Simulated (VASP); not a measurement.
# AlN (P6_3mc) in VASP: a series of runs

Runs on AlN. Level: r2SCAN. Tasks: single point.

Program: VASP 6.6.1. These are calculated values, not measurements. Logs are shortened: lines on timing, memory, paths and dates and some standing lists are left out, and cuts for length are marked.

### Step 1. The cell of the first run

The structure is hexagonal, space group P6_3mc (No. 186). Conventional cell: a = 3.013 Å, b = 3.013 Å, c = 5.055 Å, α = 90.00°, β = 90.00°, γ = 120.00°. Al (site symmetry 3m) has 4 N at 1.85 to 1.89 Å within 2.5 Å. Within 2.5 Å of N (site symmetry 3m) lie 4 Al at 1.85 to 1.89 Å.

### Step 2. Single point, r2SCAN (epitaxial xy strain -3.0%)

POSCAR

```
AlN
1.0
    3.0134929486      0.0000000000      0.0000000000
   -1.5067464743      2.6097614476      0.0000000000
    0.0000000000      0.0000000000      5.0552598052
Al N
2 2
Direct
    0.3333333333      0.6666666667      0.0007001071
    0.6666666667      0.3333333333      0.5007001071
    0.3333333333      0.6666666667      0.3742998929
    0.6666666667      0.3333333333      0.8742998929
```

INCAR.step1

```
SYSTEM = AlN
PREC = Accurate ; ENCUT = 520
ISMEAR = 0 ; SIGMA = 0.01
LREAL = .FALSE. ; LASPH = .TRUE.
NELM = 100 ; NBANDS = 16
GGA = PE ; ALGO = Normal
EDIFF = 1E-4 ; LWAVE = .TRUE.
LCHARG = .FALSE.
```

INCAR.step2

```
SYSTEM = AlN
PREC = Accurate ; ENCUT = 520
EDIFF = 1E-6 ; ISMEAR = 0
SIGMA = 0.01 ; LREAL = .FALSE.
LASPH = .TRUE. ; NELM = 100
ALGO = Normal ; ISIF = 2
LWAVE = .FALSE. ; LCHARG = .TRUE.
METAGGA = R2SCAN ; LMIXTAU = .TRUE.
LELF = .TRUE. ; LVHAR = .TRUE.
NBANDS = 16 ; ISTART = 1
```

KPOINTS

```
Automatic mesh
0
G
  12 12 6
  0 0 0
```

Potentials or basis: VASP PAW PBE potentials, release 64 (Al, N).

Started as:

```console
$ cat potpaw_PBE.64/Al/POTCAR potpaw_PBE.64/N/POTCAR > POTCAR
$ cp INCAR.step1 INCAR
$ mpirun -np 1 vasp_std > vasp.out
$ cp INCAR.step2 INCAR
$ mpirun -np 1 vasp_std > vasp.out
```

OUTCAR:

```text
SYSTEM = AlN
   PREC = Accurate
   ENCUT = 520
   EDIFF = 1E-6
   ISMEAR = 0
   LREAL = .FALSE.
   LASPH = .TRUE.
   NELM = 100
   ISIF = 2
   METAGGA = R2SCAN
   ISTART = 1

 ion  position               nearest neighbor table
   1  0.333  0.667  0.001-   4 1.85   4 1.85   4 1.85   3 1.89   2 3.07   2 3.07   2 3.07   2 3.07
                             2 3.07   2 3.07
   2  0.667  0.333  0.501-   3 1.85   3 1.85   3 1.85   4 1.89   1 3.07   1 3.07   1 3.07   1 3.07
                             1 3.07   1 3.07
   3  0.333  0.667  0.374-   2 1.85   2 1.85   2 1.85   1 1.89
   4  0.667  0.333  0.874-   1 1.85   1 1.85   1 1.85   2 1.89

  LATTYP: Found a hexagonal cell.
 ALAT       =     3.0134929486
 C/A-ratio  =     1.6775416075

  Lattice vectors:

 A1 = (   3.0134929486,   0.0000000000,   0.0000000000)
 A2 = (  -1.5067464743,   2.6097614476,   0.0000000000)
 A3 = (   0.0000000000,   0.0000000000,   5.0552598052)

Analysis of symmetry for initial positions (statically):
=====================================================================
 Subroutine PRICEL returns:
 Original cell was already a primitive cell.

 Routine SETGRP: Setting up the symmetry group for a
 hexagonal supercell.

 Subroutine GETGRP returns: Found 12 space group operations
 (whereof  6 operations were pure point group operations)
 out of a pool of 24 trial point group operations.

The static configuration has the point symmetry C_3v.
 The point group associated with its full space group is C_6v.

Analysis of symmetry for dynamics (positions and initial velocities):
=====================================================================
 Subroutine PRICEL returns:
 Original cell was already a primitive cell.

 Routine SETGRP: Setting up the symmetry group for a
 hexagonal supercell.

 Subroutine GETGRP returns: Found 12 space group operations
 (whereof  6 operations were pure point group operations)
 out of a pool of 24 trial point group operations.

The dynamic configuration has the point symmetry C_3v.
 The point group associated with its full space group is C_6v.

 Subroutine INISYM returns: Found 12 space group operations
 (whereof  6 operations are pure point group operations),
 and found     1 'primitive' translations

----------------------------------------------------------------------------------------

                                     Primitive cell

  volume of cell :      39.7571

  direct lattice vectors                    reciprocal lattice vectors
     3.013492949  0.000000000  0.000000000     0.331840830  0.191588392  0.000000000
    -1.506746474  2.609761448  0.000000000     0.000000000  0.383176785  0.000000000
     0.000000000  0.000000000  5.055259805     0.000000000  0.000000000  0.197813770

  length of vectors
     3.013492949  3.013492949  5.055259805     0.383176785  0.383176785  0.197813770

  position of ions in fractional coordinates (direct lattice)
     0.333333333  0.666666667  0.000700107
     0.666666667  0.333333333  0.500700107
     0.333333333  0.666666667  0.374299893
     0.666666667  0.333333333  0.874299893

  ion indices of the primitive-cell ions
   primitive index   ion index
                 1           1
                 2           2
                 3           3
                 4           4

----------------------------------------------------------------------------------------

 KPOINTS: Automatic mesh

Automatic generation of k-mesh.
 Grid dimensions read from file:
 generate k-points for:   12   12    6

 Generating k-lattice:

  Cartesian coordinates                     Fractional coordinates (reciprocal lattice)
     0.027653402  0.015965699  0.000000000     0.083333333  0.000000000  0.000000000
     0.000000000  0.031931399  0.000000000     0.000000000  0.083333333  0.000000000
     0.000000000  0.000000000  0.032968962     0.000000000  0.000000000  0.166666667

  Length of vectors
     0.031931399  0.031931399  0.032968962

  Shift w.r.t. Gamma in fractional coordinates (k-lattice)
     0.000000000  0.000000000  0.000000000

 Subroutine IBZKPT returns following result:
 ===========================================

 Found     76 irreducible k-points:

 Following reciprocal coordinates:
            Coordinates               Weight
  0.000000  0.000000  0.000000      1.000000
  0.083333 -0.000000  0.000000      6.000000
  0.166667 -0.000000  0.000000      6.000000
  0.250000 -0.000000  0.000000      6.000000
  0.333333 -0.000000  0.000000      6.000000
  0.416667 -0.000000  0.000000      6.000000
[... 16 lines left out ...]
  0.250000 -0.000000  0.166667     12.000000
  0.333333 -0.000000  0.166667     12.000000
 [... further k-points ...]
   k-points           NKPTS =     76   k-points in BZ     NKDIM =     76   number of bands    NBANDS=     16
   number of dos      NEDOS =    301   number of ions     NIONS =      4
   total plane-waves  NPLWV =  23040
   dimension x,y,z NGX =    24 NGY =   24 NGZ =   40
   dimension x,y,z NGXF=    48 NGYF=   48 NGZF=   80
   ions per type =               2   2
   NGX,Y,Z   is equivalent  to a cutoff of  13.24, 13.24, 13.15 a.u.
   NGXF,Y,Z  is equivalent  to a cutoff of  26.48, 26.48, 26.31 a.u.
 SYSTEM =  AlN
   PREC   = accura    normal or accurate (medium, high low for compatibility)
   ISTART =      1    job   : 0-new  1-cont  2-samecut
   ICHARG =      0    charge: 1-file 2-atom 10-const
   ISPIN  =      1    spin polarized calculation?
   LNONCOLLINEAR =      F non collinear calculations
   LSORBIT =      F    spin-orbit coupling
   LASPH  =      T    aspherical Exc in radial PAW
   ENCUT  =  520.0 eV  38.22 Ry    6.18 a.u.   5.60  5.60  9.40*2*pi/ulx,y,z
   NELM   =    100;   NELMIN=  2; NELMDL=  0     # of ELM steps
   EDIFF  = 0.1E-05   stopping-criterion for ELM
   LREAL  =      F    real-space projection
   EDIFFG = 0.1E-04   stopping-criterion for IOM
   NSW    =      0    number of steps for IOM
   IBRION =     -1    ionic relax: 0-MD 1-quasi-New 2-CG
   NFREE  =      0    steps in history (QN), initial steepest desc. (CG)
   ISIF   =      2    stress and relaxation
   ISYM   =      2    0-nonsym 1-usesym 2-fastsym
   POTIM  = 0.5000    time-step for ionic-motion
   TEBEG  =    0.0;   TEEND  =   0.0 temperature during run
   PSTRESS=    0.0 pullay stress
   NELECT =      16.0000    total number of electrons
   NUPDOWN=      -1.0000    fix difference up-down
   EMIN   =  10.00;   EMAX   =-10.00  energy-range for DOS
   EFERMI =   0.00;   METHOD = LEGACY
   ISMEAR =     0;   SIGMA  =   0.01  broadening in eV -4-tet -1-fermi 0-gaus
   EFERMI_NEDOS =   21; number of points for ismear=-14 and -15
   IALGO  =     38    algorithm
   IMIX   =      4    mixing-type and parameters
     AMIX     =   0.40;   BMIX     =  1.00
     AMIX_MAG =   1.60;   BMIX_MAG =  1.00
  volume/ion in A,a.u.               =       9.94        67.07
  Fermi-wavevector in a.u.,A,eV,Ry     =   1.208676  2.284067 19.876729  1.460898
  Thomas-Fermi vector in A             =   2.344277
   LORBIT       =      0    0 simple, 1 ext, 2 COOP (PROOUT), +10 PAW based schemes
   METAGGA = R2SCAN    functional components
   LHFCALC =     F    Hartree Fock is set to
   AEXX    =    0.0000 exact exchange contribution
   IVDW    =     0    specifies the selected vdW correction
   LEPSILON=     F    determine dielectric tensor
   LRPA    =     F    only Hartree local field effects (RPA)
 non-spin polarized calculation
 Gauss-broadening in eV      SIGMA  =   0.01
  energy-cutoff  :      520.00
  volume of cell :       39.76
 maximum number of plane-waves:      1099
 NGX is ok and might be reduce to    24
   NGX = 11   NGY = 11   NGZ = 19

 number of electron      16.0000004 magnetization

 Free energy of the ion-electron system (eV)
  ---------------------------------------------------
  ext. energy  EPLUGINS =         0.00000000
  ---------------------------------------------------
  free energy    TOTEN  =       -38.33527870 eV

  energy without entropy =      -38.33527870  energy(sigma->0) =      -38.33527870

 E-fermi :   6.3100     XC(G=0): -11.6268

 val. band max:        6.2668512818   @ k =   0.0000   0.0000   0.0000
 cond. band min:      11.6075107380   @ k =   0.0000   0.0000   0.0000
 fundamental gap:      5.3406594562
 Fermi energy:         6.3100375838

 k-point     1 :       0.0000    0.0000    0.0000
  band No.  band energies     occupation
      1      -9.8927      2.00000
      2      -7.8233      2.00000
      3      -0.0949      2.00000
      4       5.7235      2.00000
      5       5.7235      2.00000
      6       6.0457      2.00000
[... 8 lines left out ...]
     15      21.2666      0.00000
     16      21.2666      0.00000

 k-point     2 :       0.0833   -0.0000    0.0000
  band No.  band energies     occupation
      1      -9.7946      2.00000
      2      -7.7616      2.00000
      3       0.0220      2.00000
      4       5.2810      2.00000
      5       5.5979      2.00000
      6       5.8438      2.00000
[... 8 lines left out ...]
     15      20.9831      0.00000
     16      21.2318      0.00000

 k-point     3 :       0.1667   -0.0000    0.0000
  band No.  band energies     occupation
      1      -9.5092      2.00000
      2      -7.5913      2.00000
      3       0.3662      2.00000
      4       4.1890      2.00000
      5       4.9070      2.00000
      6       5.3044      2.00000
[... 8 lines left out ...]
     15      20.3258      0.00000
     16      20.5107      0.00000

 k-point     4 :       0.2500   -0.0000    0.0000
  band No.  band energies     occupation
      1      -9.0660      2.00000
      2      -7.3582      2.00000
      3       0.9167      2.00000
      4       2.8984      2.00000
      5       3.8374      2.00000
      6       4.9673      2.00000
[... 8 lines left out ...]
     15      19.7895      0.00000
     16      21.5212      0.00000
[... 324 lines left out ...]
 k-point    22 :       0.1667   -0.0000    0.1667
  band No.  band energies     occupation
      1      -9.4100      2.00000
      2      -7.7654      2.00000
      3       0.6802      2.00000
      4       4.2225      2.00000
      5       4.6518      2.00000
      6       5.3558      2.00000
[... 8 lines left out ...]
     15      20.4404      0.00000
     16      20.8377      0.00000

 k-point    23 :       0.2500   -0.0000    0.1667
  band No.  band energies     occupation
      1      -8.9743      2.00000
      2      -7.5054      2.00000
      3       1.1078      2.00000
      4       3.0183      2.00000
      5       3.6579      2.00000
      6       5.0280      2.00000
[... 8 lines left out ...]
     15      20.1834      0.00000
     16      21.5356      0.00000

 k-point    24 :       0.3333   -0.0000    0.1667
  band No.  band energies     occupation
      1      -8.4458      2.00000
      2      -7.2542      2.00000
      3       1.2822      2.00000
      4       2.2144      2.00000
      5       2.8180      2.00000
      6       4.7403      2.00000
[... 8 lines left out ...]
     15      20.2150      0.00000
     16      22.5586      0.00000

 [... further k-points ...]
[... 5 lines left out ...]
  --------------------------------------------------------------------------------------
  -------------------------------------------------------------------------------------
  Total        4.0326409      4.0326409     -0.1126402      0.0000000      0.0000000      0.0000000
  in kB      162.5120845    162.5120845     -4.5393082      0.0000000      0.0000000      0.0000000
  external PRESSURE =     106.8282869 kB  Pullay stress =       0.0000000 kB

 VOLUME and BASIS-vectors are now :
 -----------------------------------------------------------------------------
  energy-cutoff  :      520.00
  volume of cell :       39.76
      direct lattice vectors                 reciprocal lattice vectors
     3.013492949  0.000000000  0.000000000     0.331840830  0.191588392  0.000000000
    -1.506746474  2.609761448  0.000000000     0.000000000  0.383176785  0.000000000
     0.000000000  0.000000000  5.055259805     0.000000000  0.000000000  0.197813770

 POSITION                                       TOTAL-FORCE (eV/Angst)
 -----------------------------------------------------------------------------------
     -0.00000      1.73984      0.00354         0.000000      0.000000      0.001252
      1.50675      0.86992      2.53117         0.000000      0.000000      0.001252
     -0.00000      1.73984      1.89218        -0.000000      0.000000     -0.001252
      1.50675      0.86992      4.41981        -0.000000     -0.000000     -0.001252
 -----------------------------------------------------------------------------------
    total drift:                               -0.000000      0.000000     -0.025475

  FREE ENERGIE OF THE ION-ELECTRON SYSTEM (eV)
  ---------------------------------------------------
  free  energy   TOTEN  =       -38.3352787039 eV

  energy  without entropy=      -38.3352787039  energy(sigma->0) =      -38.33527870
```

Run time: 4.9 min. Hardware: 1 thread of AMD EPYC 7R13, shared host; peak memory 0.16 GiB.

What came out:

```
Free energy            : -38.3353 eV
Pressure               : 10.7 GPa
Band gap on the k mesh : 5.34 eV, direct
```

Levels at points of the mesh, in eV from the valence-band top:
```csv
k point,band 6,band 7,band 8,band 9,band 10,band 11
"(0.00, 0.00, 0.00)",-0.22,0.00,0.00,5.34,8.51,11.77
"(0.50, 0.00, 0.00)",-1.86,-1.83,-0.59,6.26,7.04,9.60
"(0.00, 0.00, 0.50)",-0.28,-0.28,-0.28,7.90,7.90,11.58
"(0.50, 0.00, 0.50)",-1.53,-1.28,-1.28,6.05,6.05,10.54
```

Caveat: the cell differs from its parent crystal (epitaxial xy strain -3.0%); the PAW data sets were made with another functional, which shifts forces and pressure a little. A k mesh can miss the band edges.

[end of part 1 of 2]
